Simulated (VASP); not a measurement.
## Cu4H: relaxation of the atoms with PBEsol

Cu4H, a slab with vacuum:

```
Cu H
1.0
     2.51968    0.00000    0.00000
    -1.25984    2.18211    0.00000
     0.00000    0.00000   25.17194
Cu H
4 1
Cartesian
  1.2598 0.7274 8.5000
  0.0000 1.4547 10.5573
  0.0000 0.0000 12.5885
  1.2598 0.7274 14.6176
  0.6299 -0.3637 15.6576
```

```
Program                   : VASP 6.6.1
Task                      : relaxation of the atoms
Functional                : PBEsol
Potentials or basis       : VASP PAW PBE potentials, release 64 (Cu, H)
Cutoff                    : 520 eV
k mesh                    : 12 × 12 × 1
Occupations               : gaussian, width 0.1 eV
Spin                      : no spin polarisation
Dipole correction         : yes
Atoms held fixed (from 0) : [0, 1]
Further INCAR settings    : ALGO = Fast; EDIFF = 1e-06; IBRION = 2; EDIFFG = -0.03; NSW = 90
```

```
Energy gained by relaxing : 3.6 meV/atom
Ionic steps               : 8
Band gap on the k mesh    : zero (an odd number of electrons rules out a gap without spin polarisation)
```

The path:
| step | energy change (eV) | largest force on free atoms (eV/Å) | pressure (GPa) |
| --- | --- | --- | --- |
| 1 | 0.0000 | 0.4156 | 0.16 |
| 2 | -0.0072 | 0.1609 | 0.16 |
| 3 | -0.0081 | 0.1464 | 0.15 |
| 4 | -0.0094 | 0.1269 | 0.16 |
| 5 | -0.0125 | 0.0899 | -0.01 |
| 6 | -0.0151 | 0.1393 | -0.33 |
| 7 | -0.0167 | 0.0990 | -0.43 |
| 8 | -0.0182 | 0.0279 | -0.51 |

Final structure:
```xyz
5
Lattice="2.5197 0.0000 0.0000 -1.2598 2.1821 0.0000 0.0000 0.0000 25.1719" Properties=species:S:1:pos:R:3 pbc="T T T"
Cu    1.2598    0.7274    8.5000
Cu    0.0000    1.4547   10.5573
Cu   -1.2465    2.1744   12.6152
Cu    1.2419    0.7377   14.7281
H    -0.6364    1.8221   15.7506
```

Levels at points of the mesh, in eV from the Fermi level:
| k point | band 21 | band 22 | band 23 | band 24 | band 25 | band 26 |
| --- | --- | --- | --- | --- | --- | --- |
| (0.00, 0.00, 0.00) | -1.93 | -1.92 | -1.61 | -1.60 | -0.64 | 4.12 |
| (0.50, 0.00, 0.00) | -1.27 | 0.07 | 1.01 | 1.54 | 3.86 | 4.78 |
| (0.50, 0.50, 0.00) | -0.48 | 0.01 | 0.60 | 1.19 | 1.54 | 4.54 |

Wall time 27 min on 1 thread of Oxide Virtual Turin-like Processor (shared host), peak memory 0.32 GiB.

Caveat: the PAW data sets were made with another functional, which shifts forces and pressure a little.
